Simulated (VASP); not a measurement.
Wanted: the native input for a VASP 6.6.1 run.

| Quantity | Value |
| --- | --- |
| Task | electric field gradients |
| Functional | PBE |
| Potentials or basis | VASP PAW PBE potentials, release 64 (Ta_sv_GW, N) |
| Cutoff | 520 eV |
| k mesh | 9 × 9 × 9 |
| Occupations | fermi-dirac, width 0.02 eV |
| Spin | no spin polarisation |
| Dipole correction | no |
| Further INCAR settings | ALGO = Normal; EDIFF = 1e-08; NBANDS = 16 |

The structure of TaN lies in POSCAR:

```
TaN
1.0
    0.0217900000      2.1898950000      2.1898950000
    2.1898950000      0.0217900000      2.1898950000
    2.1898950000      2.1898950000      0.0217900000
Ta N
1 1
Direct
    0.5000000000      0.5000000000      0.5000000000
    0.0000000000      0.0000000000      0.0000000000
```

This cell differs from its parent crystal: equal xy, yz and zx shear strains of +1 %.

One way to write it, as run:

INCAR

```
PREC = Accurate ; ENCUT = 520
EDIFF = 1E-8 ; ISMEAR = -1
SIGMA = 0.02 ; LREAL = F
LASPH = T ; NELM = 120
ALGO = Normal ; ISIF = 2
LWAVE = F ; LCHARG = F
GGA = PE ; LEFG = T
NBANDS = 16 ; GGA_COMPAT = F
```

KPOINTS

```
Automatic mesh
0
Gamma
  9 9 9
```

Potentials or basis: VASP PAW PBE potentials, release 64 (Ta_sv_GW, N).

Command:

```bash
$ cat potpaw_PBE.64/Ta_sv_GW/POTCAR potpaw_PBE.64/N/POTCAR > POTCAR
$ mpirun -np 1 vasp_std > vasp.out
```

Results of the run:

```
Pressure                                : 14.3 GPa
Band gap on the k mesh                  : zero (bands 9 and 10 overlap by 3.67 eV)
Largest electric field gradient by atom : Ta -0.2; N +1.3 V/Å²
```

Caveat: the cell differs from its parent crystal (equal xy, yz and zx shear strains of +1 %); the cell stands under pressure; without QUAD_EFG the Cq values of the log hold for a quadrupole moment of 1 mb, not for the nuclei; spin-orbit coupling is left out, which moves the levels of the heavy elements.

Run time: 13 s on 1 thread of Intel(R) Xeon(R) 6975P-C (Granite Rapids), on a shared host, peak memory 0.16 GiB.
